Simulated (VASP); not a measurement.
A run of VASP 6.6.1 is set up as follows.

INCAR

```
ALGO     = Normal         # electronic algorithm
EDIFF    = 1E-6           # SCF threshold, eV
ENCUT    = 820            # plane-wave cutoff, eV
GGA      = PE             # functional
GGA_COMPAT= False        
ISIF     = 2              # what is computed and relaxed
ISMEAR   = -1             # smearing method
ISPIN    = 2              # spin polarisation
LASPH    = True           # aspherical terms in the spheres
LCHARG   = False          # write CHGCAR
LMAXMIX  = 4              # l up to which the mixer works
LORBIT   = 11             # projections on sites
LREAL    = False          # projectors in reciprocal space
LWAVE    = False          # write WAVECAR
MAGMOM   = 0              # initial moments
NBANDS   = 20             # bands
NELM     = 200            # most SCF steps
PREC     = Accurate       # precision mode
SIGMA    = 0.05           # smearing width, eV
```

File KPOINTS:

```
k-points
0
Gamma
  17 17 16
```

POSCAR

```
Cu
1.0
    2.1999142358      0.0000000000      0.0000000000
   -1.0999571179      1.9051816144      0.0000000000
    0.0000000000      0.0000000000      2.1109359731
Cu
1
Direct
    0.0000000000      0.0000000000      0.0000000000
```

Potentials or basis: VASP PAW PBE potentials, release 64 (Cu_sv_GW).

Run with:

```bash
$ cat potpaw_PBE.64/Cu_sv_GW/POTCAR > POTCAR
$ mpirun -np 1 vasp_std > vasp.out
```

Problem. What does it give for the pressure?

Solution. 116.4 GPa.

Problem. What does it give for the net moment?

Solution. 0.00 μB per cell.

Stress tensor (GPa, compression positive):
```
116.28   0.00   0.00
  0.00 116.28   0.00
  0.00   0.00 116.49
```

Caveat: the cell stands under pressure; no moment was typed at the start, so none could form.
